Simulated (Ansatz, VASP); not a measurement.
## Two plane-wave programs on W

The input INCAR:

```
PREC = Accurate
ENCUT = 520
EDIFF = 1E-6
ISMEAR = 0
SIGMA = 0.15
LREAL = F
LASPH = T
NELM = 80
ALGO = Fast
ISIF = 2
LWAVE = F
LCHARG = F
GGA = PS
NBANDS = 13
```

File KPOINTS:

```
Automatic mesh
0
Gamma
  20 20 20
```

POSCAR

```
W
1.0
   -1.7250840000      1.7250840000      1.5334080000
    1.7250840000     -1.7250840000      1.5334080000
    1.7250840000      1.7250840000     -1.5334080000
W
1
Direct
    0.0000000000      0.0000000000      0.0000000000
```

Input for Ansatz:

```yaml
crystal:
  lattice:
    - [-1.725084, 1.725084, 1.533408]
    - [1.725084, -1.725084, 1.533408]
    - [1.725084, 1.725084, -1.533408]
  atoms:
    - { symbol: W, position: [0.0, 0.0, 0.0] }
basis:
  ecutwfc: 420
kpoints:
  mp_grid: { grid: [20, 20, 20] }
hamiltonian:
  xc: pbesol
scf:
  occupations: { method: gaussian, width: 0.15 }
output:
  forces: true
  stress: true
  eigenvalues: true
```

Change from the starting cell: strain +0.080 along x and y, -0.040 along z, atoms carried along.

Alike in both runs: task single point; functional PBEsol; k mesh 20 × 20 × 20; occupations gaussian, width 0.15 eV; no spin polarisation.

|  | VASP | Ansatz |
| --- | --- | --- |
| version | VASP 6.6.1 | Ansatz 0.2.0 |
| potentials or method | VASP PAW PBE potentials, release 64 (W_sv), cutoff 520 eV | scalar-relativistic, plane waves, PAW |
| valence electrons in the cell | 14 | 14 |

```tsv
	VASP	Ansatz	Ansatz less VASP
gap on the k mesh at the Fermi level (eV)	none	none	-
pressure (GPa)	-33.4	-33.6	-0.22
traceless stress, the component that is largest in VASP (GPa)	17.21	17.21	-0.003
```

VASP's potentials were made for PBE, not for PBEsol. A gap of «none» marks a metal or a gap that the smearing closes. Both programs put the cell under strong tension, so it lies far from rest at this level.

Spin-orbit coupling is off throughout. Noted on VASP's run: the cell as given lies far from equilibrium.
